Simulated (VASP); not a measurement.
## CoO: single point with PBE

CoO:

```
Co O
1.0
     2.82845    0.00000    0.00000
    -1.41423    2.44951    0.00000
     0.00000    0.00000    2.72172
Co O
1 1
Direct
  0.33333 0.66667 0.50000
  0.00000 0.00000 0.00000
```

```yaml
Program: VASP 6.6.1
Task: single point
Functional: PBE
Potentials_or_basis: VASP PAW PBE potentials, release 64 (Co, O)
Cutoff: 520 eV
k_mesh: 24 × 24 × 20
Occupations: gaussian, width 0.1 eV
Spin: collinear spin, ferromagnetic start
Starting_moments: "[2.75, 0.47] μB"
```

```json
{"Pressure": "-0.3 GPa", "Band gap on the k mesh": "zero (filled and empty bands overlap)", "Net moment": "3.00 μB per cell", "Site moments": "Co +2.55; O +0.41 μB", "Valence electrons inside the program's atomic spheres": "Co 7.85; O 4.97"}
```

Stress tensor (GPa, compression positive):
```
-0.12  0.00  0.00
 0.00 -0.12  0.00
 0.00  0.00 -0.62
```

Levels at points of the mesh, in eV from the Fermi level:
Spin up:
```tsv
k point	band 7	band 8	band 9	band 10	band 11	band 12
(0.00, 0.00, 0.00)	-2.93	-1.02	-1.02	0.71	14.68	16.13
(0.50, 0.00, 0.00)	-2.09	-2.09	-0.63	5.58	8.68	14.88
(0.00, 0.00, 0.50)	-2.19	-1.26	-1.26	6.85	6.91	21.45
(0.50, 0.00, 0.50)	-2.21	-2.06	-0.34	5.13	10.81	11.63
```
Spin down:
```
           k point  band 3  band 4  band 5  band 6  band 7  band 8  band 9  band 10
(0.00, 0.00, 0.00)   -3.68   -2.97   -2.66    0.27    0.27    0.81    0.81     1.30
(0.50, 0.00, 0.00)   -3.84   -3.32   -2.27    0.09    0.13    0.34    1.69     6.01
(0.00, 0.00, 0.50)   -3.02   -3.02   -0.99   -0.99   -0.12    0.94    0.94     7.36
(0.50, 0.00, 0.50)   -6.01   -4.33   -1.13    0.22    0.24    0.63    2.10     5.96
```

Wall time 3.6 min on 1 thread of Intel(R) Xeon(R) Platinum 8488C (Sapphire Rapids) (shared host), peak memory 0.43 GiB.

Caveat: a cell with one magnetic atom can't hold antiferromagnetic order, which such compounds often take; semilocal functionals often make such compounds metallic where correlation or magnetic order opens a gap, which also shifts bond lengths. With open d or f shells a metallic result of PBE can be an artefact of self-interaction; +U or a hybrid may open a gap.
